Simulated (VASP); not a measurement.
Crystal: Ge2SbO3.

```
CELL_PARAMETERS angstrom
6.44023 0.00000 0.00000
-3.22012 5.57740 0.00000
0.00000 0.00000 3.03717
ATOMIC_POSITIONS crystal
Ge 0.33333 0.66667 0.50000
Ge 0.66667 0.33333 0.50000
Sb 0.00000 0.00000 0.50000
O 0.50000 0.00000 0.50000
O 0.00000 0.50000 0.50000
O 0.50000 0.50000 0.50000
```

The cell was generated, and may not be a known phase.

```yaml
Program: VASP 6.6.1
Task: relaxation of cell and atoms
Functional: PBE
Potentials_or_basis: VASP PAW PBE potentials, release 64 (Ge_d, Sb, O)
Cutoff: 600 eV
k_mesh: 6 × 6 × 12
Occupations: gaussian, width 0.1 eV
Spin: no spin polarisation
```

At the start: pressure -1.1 GPa; volume 18.18 Å³/atom.

Q: Where does the relaxation end?

A: Over 7 steps the energy falls by 3.8 meV/atom and the volume is 17.62 Å³/atom (-3.1 %); space group P6/mmm (No. 191, to 0.1 Å) before and after.

The path:
| step | energy change (eV) | largest force (eV/Å) | pressure (GPa) | volume (Å³) |
| --- | --- | --- | --- | --- |
| 1 | 0.0000 | 0.0000 | -1.06 | 109.09 |
| 2 | -0.0165 | 0.0000 | -0.24 | 107.21 |
| 3 | -0.0206 | 0.0000 | -0.02 | 106.27 |
| 4 | -0.0194 | 0.0000 | 0.99 | 104.41 |
| 5 | -0.0217 | 0.0000 | 0.41 | 105.50 |
| 6 | -0.0220 | 0.0000 | -0.30 | 105.88 |
| 7 | -0.0230 | 0.0000 | 0.01 | 105.70 |

Final structure:
```
Ge Sb O
1.0
     6.42530    0.00000    0.00000
    -3.21265    5.56447    0.00000
     0.00000    0.00000    2.95642
Ge Sb O
2 1 3
Direct
  0.33333 0.66667 0.50000
  0.66667 0.33333 0.50000
  0.00000 0.00000 0.50000
  0.50000 0.00000 0.50000
  0.00000 0.50000 0.50000
  0.50000 0.50000 0.50000
```

Caveat: an odd number of electrons without spin polarisation forces a metal; a magnetic or distorted state may lie lower.
